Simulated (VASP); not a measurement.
# PbS (P1) in VASP: single point with PBE

Aim: the single point of PbS with PBE.

Program: VASP 6.6.1. These are calculated values, not measurements. Logs are shortened: lines on timing, memory, paths and dates and some standing lists are left out, and cuts for length are marked.

### Step 1. The cell of the first run

The typed cell holds 8 atoms: a = 4.245 Å, b = 6.898 Å, c = 8.495 Å, α = 88.49°, β = 90.00°, γ = 88.51°.

### Step 2. Single point, PBE

INCAR

```
SYSTEM = PbS
PREC = Accurate ; ENCUT = 520
EDIFF = 1E-6 ; ISMEAR = 0
SIGMA = 0.1 ; LREAL = .FALSE.
LASPH = .TRUE. ; NELM = 60
ALGO = Normal ; ISIF = 2
LWAVE = .FALSE. ; LCHARG = .FALSE.
GGA = PE ; NBANDS = 50
```

KPOINTS

```
regular mesh
0
G
  4 2 2
  0 0 0
```

POSCAR

```
PbS
1.0
   -0.0001976297      4.2447020101      0.0578586581
    0.0892028058      0.0848746105      6.8973119384
    8.4938733361     -0.0007055930      0.1141588332
Pb S
4 4
Direct
    0.0090202366      0.7948818330      0.2535798074
    0.0094417441      0.7947601023      0.7535546005
    0.4951026145      0.2052160294     -0.0037322722
    0.4955870886      0.2051393843      0.4962902531
   -0.0112483244      0.1872226927      0.2455279589
   -0.0112583115      0.1870438928      0.7455431197
    0.5066010171      0.8128981359      0.0046296621
    0.5067539351      0.8128379296      0.5046068702
```

Potentials or basis: VASP PAW PBE potentials, release 64 (Pb_d, S).

Launch:

```sh
> cat potpaw_PBE.64/Pb_d/POTCAR potpaw_PBE.64/S/POTCAR > POTCAR
> mpirun -np 1 vasp_std > vasp.out
```

OUTCAR:

```text
SYSTEM = PbS
   PREC = Accurate
   ENCUT = 520
   EDIFF = 1E-6
   ISMEAR = 0
   LREAL = .FALSE.
   LASPH = .TRUE.
   NELM = 60
   ISIF = 2
   GGA = PE

 ion  position               nearest neighbor table
   1  0.009  0.795  0.254-   5 2.70   7 2.99   7 3.00   8 3.01   8 3.02   3 4.11   4 4.12   3 4.13
                             4 4.14
   2  0.009  0.795  0.754-   6 2.70   8 2.99   8 3.00   7 3.01   7 3.02   4 4.11   3 4.13   4 4.13
                             3 4.14
   3  0.495  0.205  0.996-   7 2.70   5 2.98   6 2.99   5 3.02   6 3.03   1 4.11   2 4.13   1 4.13
                             2 4.14
   4  0.496  0.205  0.496-   8 2.70   6 2.98   5 2.99   6 3.02   5 3.03   2 4.11   1 4.12   2 4.13
                             1 4.14
   5  0.989  0.187  0.246-   1 2.70   3 2.98   4 2.99   3 3.02   4 3.03
   6  0.989  0.187  0.746-   2 2.70   4 2.98   3 2.99   4 3.02   3 3.03
   7  0.507  0.813  0.005-   3 2.70   1 2.99   1 3.00   2 3.01   2 3.02
   8  0.507  0.813  0.505-   4 2.70   2 2.99   2 3.00   1 3.01   1 3.02

  LATTYP: Found a triclinic cell.
 ALAT       =    11.0773968126
 B/A-ratio  =     0.3832214732
 C/A-ratio  =     0.7668444698
 COS(alpha) =     0.0000535600
 COS(beta)  =     0.0164600847
 COS(gamma) =     0.7825902129

  Lattice vectors:

 A1 = (  -0.0888075464,  -8.5742786307,  -7.0130292546)
 A2 = (   0.0001976297,  -4.2447020101,  -0.0578586581)
 A3 = (  -8.4938733361,   0.0007055930,  -0.1141588332)

Analysis of symmetry for initial positions (statically):
=====================================================================
 Subroutine PRICEL returns:
 Original cell was already a primitive cell.

 Routine SETGRP: Setting up the symmetry group for a
 triclinic supercell.

 Subroutine GETGRP returns: Found  1 space group operations
 (whereof  1 operations were pure point group operations)
 out of a pool of  2 trial point group operations.

The static configuration has the point symmetry C_1 .

Analysis of symmetry for dynamics (positions and initial velocities):
=====================================================================
 Subroutine PRICEL returns:
 Original cell was already a primitive cell.

 Routine SETGRP: Setting up the symmetry group for a
 triclinic supercell.

 Subroutine GETGRP returns: Found  1 space group operations
 (whereof  1 operations were pure point group operations)
 out of a pool of  2 trial point group operations.

The dynamic configuration has the point symmetry C_1 .

 Subroutine INISYM returns: Found  1 space group operations
 (whereof  1 operations are pure point group operations),
 and found     1 'primitive' translations

----------------------------------------------------------------------------------------

                                     Primitive cell

  volume of cell :     248.5905

  direct lattice vectors                    reciprocal lattice vectors
    -0.000197630  4.244702010  0.057858658     0.000058554  0.235627334 -0.002900260
     0.089202806  0.084874611  6.897311938    -0.001949435 -0.001977013  0.145033558
     8.493873336 -0.000705593  0.114158833     0.117752392  0.000026245 -0.001523212

  length of vectors
     4.245096326  6.898410891  8.494640486     0.235645189  0.145060132  0.117762247

  position of ions in fractional coordinates (direct lattice)
     0.009020237  0.794881833  0.253579807
     0.009441744  0.794760102  0.753554601
     0.495102614  0.205216029  0.996267728
     0.495587089  0.205139384  0.496290253
     0.988751676  0.187222693  0.245527959
     0.988741688  0.187043893  0.745543120
     0.506601017  0.812898136  0.004629662
     0.506753935  0.812837930  0.504606870

  ion indices of the primitive-cell ions
   primitive index   ion index
                 1           1
                 2           2
                 3           3
                 4           4
                 5           5
                 6           6
                 7           7
                 8           8

----------------------------------------------------------------------------------------

 KPOINTS: regular mesh

Automatic generation of k-mesh.
 Grid dimensions read from file:
 generate k-points for:    4    2    2

 Generating k-lattice:

  Cartesian coordinates                     Fractional coordinates (reciprocal lattice)
     0.000014638  0.058906833 -0.000725065     0.250000000 -0.000000000  0.000000000
    -0.000974718 -0.000988507  0.072516779    -0.000000000  0.500000000 -0.000000000
     0.058876196  0.000013123 -0.000761606     0.000000000  0.000000000  0.500000000

  Length of vectors
     0.058911297  0.072530066  0.058881123

  Shift w.r.t. Gamma in fractional coordinates (k-lattice)
     0.000000000  0.000000000  0.000000000

 Subroutine IBZKPT returns following result:
 ===========================================

 Found     12 irreducible k-points:

 Following reciprocal coordinates:
            Coordinates               Weight
  0.000000  0.000000  0.000000      1.000000
  0.250000  0.000000 -0.000000      2.000000
  0.500000  0.000000 -0.000000      1.000000
  0.000000  0.500000  0.000000      1.000000
  0.250000  0.500000  0.000000      2.000000
  0.500000  0.500000  0.000000      1.000000
  0.000000  0.000000  0.500000      1.000000
  0.250000  0.000000  0.500000      2.000000
  0.500000 -0.000000  0.500000      1.000000
  0.000000  0.500000  0.500000      1.000000
  0.250000  0.500000  0.500000      2.000000
  0.500000  0.500000  0.500000      1.000000
   k-points           NKPTS =     12   k-points in BZ     NKDIM =     12   number of bands    NBANDS=     50
   number of dos      NEDOS =    301   number of ions     NIONS =      8
   total plane-waves  NPLWV = 110592
   dimension x,y,z NGX =    32 NGY =   54 NGZ =   64
   dimension x,y,z NGXF=    64 NGYF=  108 NGZF=  128
   ions per type =               4   4
   NGX,Y,Z   is equivalent  to a cutoff of  12.53, 13.01, 12.53 a.u.
   NGXF,Y,Z  is equivalent  to a cutoff of  25.06, 26.03, 25.05 a.u.
 SYSTEM =  PbS
   PREC   = accura    normal or accurate (medium, high low for compatibility)
   ISTART =      0    job   : 0-new  1-cont  2-samecut
   ICHARG =      2    charge: 1-file 2-atom 10-const
   ISPIN  =      1    spin polarized calculation?
   LNONCOLLINEAR =      F non collinear calculations
   LSORBIT =      F    spin-orbit coupling
   LASPH  =      T    aspherical Exc in radial PAW
   ENCUT  =  520.0 eV  38.22 Ry    6.18 a.u.   7.89 12.83 15.79*2*pi/ulx,y,z
   NELM   =     60;   NELMIN=  2; NELMDL= -5     # of ELM steps
   EDIFF  = 0.1E-05   stopping-criterion for ELM
   LREAL  =      F    real-space projection
[... 7 lines left out ...]
   TEBEG  =    0.0;   TEEND  =   0.0 temperature during run
   PSTRESS=    0.0 pullay stress
   NELECT =      80.0000    total number of electrons
   NUPDOWN=      -1.0000    fix difference up-down
   EMIN   =  10.00;   EMAX   =-10.00  energy-range for DOS
   EFERMI =   0.00;   METHOD = LEGACY
   ISMEAR =     0;   SIGMA  =   0.10  broadening in eV -4-tet -1-fermi 0-gaus
   EFERMI_NEDOS =   21; number of points for ismear=-14 and -15
   IALGO  =     38    algorithm
   IMIX   =      4    mixing-type and parameters
     AMIX     =   0.40;   BMIX     =  1.00
     AMIX_MAG =   1.60;   BMIX_MAG =  1.00
  volume/ion in A,a.u.               =      31.07       209.70
  Fermi-wavevector in a.u.,A,eV,Ry     =   1.121872  2.120031 17.124251  1.258597
  Thomas-Fermi vector in A             =   2.258528
   LORBIT       =      0    0 simple, 1 ext, 2 COOP (PROOUT), +10 PAW based schemes
   GGA     = PE    functional components
   LHFCALC =     F    Hartree Fock is set to
   AEXX    =    0.0000 exact exchange contribution
   IVDW    =     0    specifies the selected vdW correction
   LEPSILON=     F    determine dielectric tensor
   LRPA    =     F    only Hartree local field effects (RPA)
 non-spin polarized calculation
 Gauss-broadening in eV      SIGMA  =   0.10
  energy-cutoff  :      520.00
  volume of cell :      248.59
 maximum number of plane-waves:      6712
 NGX is ok and might be reduce to    32
   NGX = 15   NGY = 25   NGZ = 31

 number of electron      79.9999986 magnetization

 Free energy of the ion-electron system (eV)
  ---------------------------------------------------
  ext. energy  EPLUGINS =         0.00000000
  ---------------------------------------------------
  free energy    TOTEN  =       -34.66353716 eV

  energy without entropy =      -34.66353716  energy(sigma->0) =      -34.66353716

 E-fermi :   3.8870     XC(G=0):  -8.6590

 val. band max:        3.4099607313   @ k =   0.2500   0.5000   0.5000
 cond. band min:       4.9792638040   @ k =   0.0000   0.5000   0.0000
 fundamental gap:      1.5693030728
 Fermi energy:         3.8870001132

 k-point     1 :       0.0000    0.0000    0.0000
  band No.  band energies     occupation
      1     -12.7739      2.00000
      2     -12.6954      2.00000
      3     -12.6927      2.00000
      4     -12.6805      2.00000
      5     -12.6653      2.00000
      6     -12.6647      2.00000
[... 42 lines left out ...]
     49       8.4159      0.00000
     50       8.9278      0.00000

 k-point     2 :       0.2500    0.0000   -0.0000
  band No.  band energies     occupation
      1     -12.7436      2.00000
      2     -12.7318      2.00000
      3     -12.7302      2.00000
      4     -12.6654      2.00000
      5     -12.6642      2.00000
      6     -12.6577      2.00000
[... 42 lines left out ...]
     49       8.1670      0.00000
     50       8.3876      0.00000

 k-point     3 :       0.5000    0.0000   -0.0000
  band No.  band energies     occupation
      1     -12.7671      2.00000
      2     -12.7668      2.00000
      3     -12.6952      2.00000
      4     -12.6924      2.00000
      5     -12.6653      2.00000
      6     -12.6648      2.00000
[... 42 lines left out ...]
     49       8.5515      0.00000
     50       8.7210      0.00000

 k-point     4 :       0.0000    0.5000    0.0000
  band No.  band energies     occupation
      1     -12.7698      2.00000
      2     -12.6944      2.00000
      3     -12.6920      2.00000
      4     -12.6798      2.00000
      5     -12.6665      2.00000
      6     -12.6658      2.00000
[... 42 lines left out ...]
     49       8.4722      0.00000
     50       8.6516      0.00000

 k-point     5 :       0.2500    0.5000    0.0000
  band No.  band energies     occupation
      1     -12.7405      2.00000
      2     -12.7278      2.00000
      3     -12.7266      2.00000
      4     -12.6656      2.00000
      5     -12.6640      2.00000
      6     -12.6583      2.00000
[... 42 lines left out ...]
     49       8.0965      0.00000
     50       8.2246      0.00000

 k-point     6 :       0.5000    0.5000    0.0000
  band No.  band energies     occupation
      1     -12.7623      2.00000
      2     -12.7621      2.00000
      3     -12.6942      2.00000
      4     -12.6917      2.00000
      5     -12.6665      2.00000
      6     -12.6660      2.00000
[... 42 lines left out ...]
     49       8.2468      0.00000
     50       8.2641      0.00000

 k-point     7 :       0.0000    0.0000    0.5000
  band No.  band energies     occupation
      1     -12.7438      2.00000
      2     -12.7436      2.00000
      3     -12.6657      2.00000
      4     -12.6656      2.00000
      5     -12.6643      2.00000
      6     -12.6642      2.00000
[... 42 lines left out ...]
     49       8.1686      0.00000
     50       8.1697      0.00000

 k-point     8 :       0.2500    0.0000    0.5000
  band No.  band energies     occupation
      1     -12.7389      2.00000
      2     -12.7387      2.00000
      3     -12.6924      2.00000
      4     -12.6922      2.00000
      5     -12.6565      2.00000
      6     -12.6565      2.00000
[... 42 lines left out ...]
     49       8.6003      0.00000
     50       8.6194      0.00000

 k-point     9 :       0.5000   -0.0000    0.5000
  band No.  band energies     occupation
      1     -12.7319      2.00000
      2     -12.7318      2.00000
      3     -12.7302      2.00000
      4     -12.7301      2.00000
      5     -12.6577      2.00000
      6     -12.6577      2.00000
[... 42 lines left out ...]
     49       8.6851      0.00000
     50       8.7053      0.00000

 k-point    10 :       0.0000    0.5000    0.5000
  band No.  band energies     occupation
      1     -12.7407      2.00000
      2     -12.7405      2.00000
      3     -12.6659      2.00000
      4     -12.6658      2.00000
      5     -12.6642      2.00000
      6     -12.6641      2.00000
[... 42 lines left out ...]
     49       8.1048      0.00000
     50       8.1588      0.00000

 k-point    11 :       0.2500    0.5000    0.5000
  band No.  band energies     occupation
      1     -12.7354      2.00000
      2     -12.7352      2.00000
      3     -12.6894      2.00000
      4     -12.6894      2.00000
      5     -12.6547      2.00000
      6     -12.6546      2.00000
[... 42 lines left out ...]
     49       8.0642      0.00000
     50       8.0729      0.00000

 k-point    12 :       0.5000    0.5000    0.5000
  band No.  band energies     occupation
      1     -12.7279      2.00000
      2     -12.7278      2.00000
      3     -12.7266      2.00000
      4     -12.7265      2.00000
      5     -12.6583      2.00000
      6     -12.6583      2.00000
[... 42 lines left out ...]
     49       8.5284      0.00000
     50       8.5314      0.00000

------------------------ aborting loop because EDIFF is reached ----------------------------------------

  FORCE on cell =-STRESS in cart. coord.  units (eV):
  Direction    XX          YY          ZZ          XY          YZ          ZX
  --------------------------------------------------------------------------------------
  -------------------------------------------------------------------------------------
  Total       -0.1678720     -0.1318954      0.2400322      0.0013849      0.0207110      0.0221239
  in kB       -1.0819429     -0.8500724      1.5470192      0.0089255      0.1334831      0.1425896
  external PRESSURE =      -0.1283320 kB  Pullay stress =       0.0000000 kB

 VOLUME and BASIS-vectors are now :
 -----------------------------------------------------------------------------
  energy-cutoff  :      520.00
  volume of cell :      248.59
      direct lattice vectors                 reciprocal lattice vectors
    -0.000197630  4.244702010  0.057858658     0.000058554  0.235627334 -0.002900260
     0.089202806  0.084874611  6.897311938    -0.001949435 -0.001977013  0.145033558
     8.493873336 -0.000705593  0.114158833     0.117752392  0.000026245 -0.001523212

 POSITION                                       TOTAL-FORCE (eV/Angst)
 -----------------------------------------------------------------------------------
      2.22478      0.10557      5.51202        -0.002027      0.001695      0.008230
      6.47149      0.10700      5.56828         0.000093     -0.000785      0.008083
      8.48038      2.11828      1.55782         0.000963      0.001658     -0.008680
      4.23363      2.12068      1.50024         0.000494     -0.001194     -0.007102
      2.10199      4.21267      1.37657         0.000200     -0.000263      0.018812
      6.34904      4.21226      1.43242        -0.000120      0.000455      0.020474
      0.11174      2.21936      5.63665        -0.000082      0.000173     -0.019716
      4.35847      2.21965      5.69332         0.000478     -0.001740     -0.020102
 -----------------------------------------------------------------------------------
    total drift:                               -0.000085      0.000780     -0.000144

  FREE ENERGIE OF THE ION-ELECTRON SYSTEM (eV)
  ---------------------------------------------------
  free  energy   TOTEN  =       -34.6635371621 eV

  energy  without entropy=      -34.6635371621  energy(sigma->0) =      -34.66353716
```

Run time: 62 s. Hardware: 1 thread of Intel Xeon 6975P-C (Granite Rapids), shared host; peak memory 0.37 GiB.

What came out:

| Item | Value |
| --- | --- |
| Free energy | -34.6635 eV |
| Pressure | 0.0 GPa |
| Largest force | 0.020 eV/Å |
| Band gap on the k mesh | 1.57 eV |

Forces on the atoms (eV/Å):
```
Pb  -0.002  0.002  0.008
Pb   0.000 -0.001  0.008
Pb   0.001  0.002 -0.009
Pb   0.000 -0.001 -0.007
S    0.000  0.000  0.019
S    0.000  0.000  0.020
S    0.000  0.000 -0.020
S    0.000 -0.002 -0.020
```

Caveat: the k points lie up to 0.46 Å⁻¹ apart; spin-orbit coupling is left out, which moves the levels of the heavy elements.
